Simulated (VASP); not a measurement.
Input of a VASP 6.6.1 run:

The input INCAR:

```
ALGO     = Normal         # electronic algorithm
EDIFF    = 1E-7           # SCF threshold, eV
ENCUT    = 520            # plane-wave cutoff, eV
GGA      = CA             # functional
ISIF     = 2              # what is computed and relaxed
ISMEAR   = -1             # smearing method
LASPH    = True           # aspherical terms in the spheres
LCHARG   = False          # write CHGCAR
LREAL    = False          # projectors in reciprocal space
LWAVE    = False          # write WAVECAR
NBANDS   = 26             # bands
NELM     = 60             # most SCF steps
PREC     = Accurate       # precision mode
SIGMA    = 0.1            # smearing width, eV
```

Contents of KPOINTS:

```
k-points
0
Gamma
  8 8 3
```

Contents of POSCAR:

```
Cs
1.0
    5.2055015844      0.0000000000      0.0000000000
   -2.6027507922      4.5080966115      0.0000000000
    0.0000000000      0.0000000000     17.0582681679
Cs
4
Direct
    0.0000000000      1.0000000000      0.0000000000
    0.0000000000      1.0000000000      0.5000000000
    0.3333333333      0.6666666667      0.2500000000
    0.6666666667      0.3333333333      0.7500000000
```

Potentials or basis: VASP PAW LDA potentials, release 64 (Cs_sv).

Launch:

```sh
$ cat potpaw_LDA.64/Cs_sv/POTCAR > POTCAR
$ mpirun -np 1 vasp_std > vasp.out
```

Q: Predict the pressure.

A: -0.1 GPa.

Q: Estimate the band gap on the k mesh.

A: Zero (band 18 reaches 1.19 eV, above the bottom of band 19 at -0.48 eV).

Caveat: spin-orbit coupling is left out, which moves the levels of the heavy elements.
